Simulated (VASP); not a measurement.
Crystal: Sn.

```
Sn
1.0
     0.00000    3.24560    3.24560
     3.24560    0.00000    3.24560
     3.24560    3.24560    0.00000
Sn
2
Direct
  0.50000 0.50000 0.50000
  0.75000 0.75000 0.75000
```

This isn't the form of Sn at room conditions, which is tetragonal (white tin).

- Program: VASP 6.6.1
- Task: relaxation of cell and atoms
- Functional: PBEsol
- Potentials or basis: VASP PAW PBE potentials, release 64 (Sn_d)
- Cutoff: 600 eV
- k mesh: 12 × 12 × 12
- Occupations: gaussian, width 0.1 eV
- Spin: no spin polarisation

At the start: pressure 1.0 GPa; volume 34.19 Å³/atom.

Task: How do energy, volume and symmetry change on relaxing?

Result: Over 3 steps the energy falls by 2.2 meV/atom and the volume is 34.94 Å³/atom (+2.2 %); space group Fd-3m (No. 227, to 0.1 Å) before and after.

Step by step:
```tsv
step	energy change (eV)	largest force (eV/Å)	pressure (GPa)	volume (Å³)
1	0.0000	0.0000	0.96	68.38
2	-0.0039	0.0000	-0.31	70.42
3	-0.0044	0.0000	0.00	69.89
```

Final structure:
```
Sn
1.0
     0.00000    3.26930    3.26930
     3.26930    0.00000    3.26930
     3.26930    3.26930    0.00000
Sn
2
Cartesian
  3.2693 3.2693 3.2693
  4.9040 4.9040 4.9040
```

Caveat: the PAW data sets were made with another functional, which shifts forces and pressure a little.
